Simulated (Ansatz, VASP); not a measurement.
**Au in VASP and in Ansatz**

The input INCAR:

```
SYSTEM = Au
  PREC = Accurate
  ENCUT = 400
  EDIFF = 1E-8
  ISMEAR = -1
  SIGMA = 0.1
  LREAL = .FALSE.
  LASPH = .TRUE.
  NELM = 120
  ALGO = Normal
  ISIF = 2
  LWAVE = .FALSE.
  LCHARG = .FALSE.
  GGA = LIBXC
  LIBXC1 = GGA_X_PBE_SOL
  LIBXC2 = GGA_C_PBE
  LEFG = .TRUE.
  NBANDS = 12
  GGA_COMPAT = .FALSE.
```

The input KPOINTS:

```
regular mesh
0
G
  11 11 11
  0 0 0
```

File POSCAR:

```
Au
1.0
    0.0000000000      2.0350000000      2.0350000000
    2.0350000000      0.0000000000      2.0350000000
    2.0350000000      2.0350000000      0.0000000000
Au
1
Direct
    0.0000000000      0.0000000000      0.0000000000
```

Contents of input.yaml:

```yaml
crystal:
  lattice: { a: 4.07, b: 4.07, c: 4.07, alpha: 90.0, beta: 90.0, gamma: 90.0 }
  space_group: 225
  setting: { hermann_mauguin: Fm-3m }
  reduce_to_primitive: true
  atoms:
    - { symbol: Au, position: [0.0, 0.0, 0.0] }
kpoints:
  mp_grid: { grid: [11, 11, 11] }
scf:
  occupations: { method: fermi_dirac, width: 0.1 }
hamiltonian:
  xc: { exchange: pbesol, correlation: pbe }
  pseudopotentials: { kind: all_electron, datasets: crystal }
output:
  forces: true
  stress: true
  eigenvalues: true
  efg: {}
```

Alike in both runs: task electric field gradients; functional pbesol exchange, pbe correlation; k mesh 11 × 11 × 11; occupations fermi-dirac, width 0.1 eV; no spin polarisation.

```csv
,VASP,Ansatz
version,VASP 6.6.1,Ansatz 0.2.0
potentials or method,"VASP PAW PBE potentials, release 64 (Au), cutoff 400 eV",all-electron PAW datasets made for the crystal
```

```csv
,VASP,Ansatz,Ansatz less VASP
gap on the k mesh at the Fermi level (eV),none,none,-
pressure (GPa),-1.1,-0.9,+0.21
```

VASP's potentials were made for PBE, not for pbesol exchange, pbe correlation. A gap of «none» marks a metal or a gap that the smearing closes. Ansatz ran all-electron here, and VASP with PAW potentials.

Neither program's run includes spin-orbit coupling.
